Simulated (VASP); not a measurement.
A run of VASP 6.6.1:

Contents of INCAR:

```
SYSTEM = Ba
PREC = Accurate
ENCUT = 520
EDIFF = 1E-7
ISMEAR = 1
SIGMA = 0.15
LREAL = .False.
LASPH = .True.
NELM = 80
ALGO = Normal
ISIF = 2
LWAVE = .False.
LCHARG = .False.
GGA = CA
NBANDS = 11
```

The input KPOINTS:

```
Automatic mesh
0
Gamma
  6 6 6
  0 0 0
```

Contents of POSCAR:

```
Ba
1.0
    3.9177180000      0.0000000000      0.0000000000
    0.0000000000      3.9177180000      0.0000000000
    0.0000000000      0.0000000000      3.9177180000
Ba
1
Direct
    0.0000000000      0.0000000000      0.0000000000
```

Potentials or basis: VASP PAW LDA potentials, release 64 (Ba_sv).

Command:

```bash
$ cat potpaw_LDA.64/Ba_sv/POTCAR > POTCAR
$ mpirun -np 1 vasp_std > vasp.out
```

Hardware: 1 thread of Intel(R) Xeon(R) 6975P-C (Granite Rapids), on a shared host.

Estimate the wall time of this run.

It took 5 s on 1 thread of Intel(R) Xeon(R) 6975P-C (Granite Rapids) (shared host), peak memory 0.15 GiB. Counts: scf iterations 11, k points 20.
